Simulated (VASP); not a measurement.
Write the native input for VASP 6.6.1 that does the following.

```
Task                   : single point
Functional             : PBE
Potentials or basis    : VASP PAW PBE potentials, release 64 (Pb_d)
Cutoff                 : 520 eV
k mesh                 : 14 × 14 × 8
Occupations            : fermi-dirac, width 0.05 eV
Spin                   : no spin polarisation
Dipole correction      : no
Further INCAR settings : ALGO = Normal; EDIFF = 1e-06; NBANDS = 21
```

The structure of Pb lies in POSCAR:

```
Pb
1.0
    2.9823702452      0.0000000001      0.0000000000
   -1.4911851227      2.5828083958      0.0000000000
    0.0000000000      0.0000000000      4.9580765188
Pb
2
Direct
    0.3333333333      0.6666666667      0.2500000000
    0.6666666667      0.3333333333      0.7500000000
```

This isn't the form of Pb at room conditions, which is fcc.

One way to write it, as run:

INCAR

```
SYSTEM = Pb
PREC = Accurate
ENCUT = 520
EDIFF = 1E-6
ISMEAR = -1
SIGMA = 0.05
LREAL = .FALSE.
LASPH = .TRUE.
NELM = 60
ALGO = Normal
ISIF = 2
LWAVE = .FALSE.
LCHARG = .TRUE.
GGA = PE
LELF = .TRUE.
LVHAR = .TRUE.
NBANDS = 21
```

KPOINTS

```
Automatic mesh
0
G
  14 14 8
  0 0 0
```

Potentials or basis: VASP PAW PBE potentials, release 64 (Pb_d).

Launch:

```bash
$ cat potpaw_PBE.64/Pb_d/POTCAR > POTCAR
$ mpirun -np 1 vasp_std > vasp.out
```

Results of the run:

| Quantity | Value |
| --- | --- |
| Pressure | 70.7 GPa |
| Band gap on the k mesh | zero (bands 14 and 15 overlap by 11.67 eV) |

Caveat: the cell stands under pressure; spin-orbit coupling is left out, which moves the levels of the heavy elements.

Run time: 100 s on 1 thread of Intel Xeon 8259CL, on a shared host, peak memory 0.21 GiB.
